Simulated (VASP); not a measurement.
# Ir: electric field gradients with PBEsol

The system is Ir.

```
Ir
1.0
    -0.01920    1.91010    1.91010
     1.91010   -0.01920    1.91010
     1.91010    1.91010   -0.01920
Ir
1
Cartesian
  0.0000 0.0000 0.0000
```

This cell differs from its parent crystal: equal xy, yz and zx shear strains of -1 %.

```
Program                : VASP 6.6.1
Task                   : electric field gradients
Functional             : PBEsol
Potentials or basis    : VASP PAW PBE potentials, release 64 (Ir)
Cutoff                 : 520 eV
k mesh                 : 15 × 15 × 15
Occupations            : fermi-dirac, width 0.05 eV
Spin                   : no spin polarisation
Dipole correction      : no
Further INCAR settings : ALGO = Normal; EDIFF = 1e-08; NBANDS = 10
```

```yaml
Pressure: -1.7 GPa
```

Stress tensor (GPa, compression positive):
```
-1.70  2.75  2.75
 2.75 -1.70  2.75
 2.75  2.75 -1.70
```

Levels at points of the mesh, in eV from the Fermi level:
```
           k point  band 2  band 3  band 4  band 5  band 6  band 7
(0.00, 0.00, 0.00)   -4.04   -4.04   -3.80   -1.23   -1.23   14.27
```

Electric field gradients, principal values (V/Å²):
```
atom   least  middle  greatest (by size)
1 Ir  12.188  12.188             -24.376
```

Run time: 17 s on 1 thread of Intel(R) Xeon(R) 6975P-C (Granite Rapids), with other jobs on the host, peak memory 0.16 GiB.

Caveat: the cell differs from its parent crystal (equal xy, yz and zx shear strains of -1 %); without QUAD_EFG the Cq values of the log hold for a quadrupole moment of 1 mb, not for the nuclei; the PAW data sets were made with another functional, which shifts forces and pressure a little; spin-orbit coupling is left out, which moves the levels of the heavy elements.
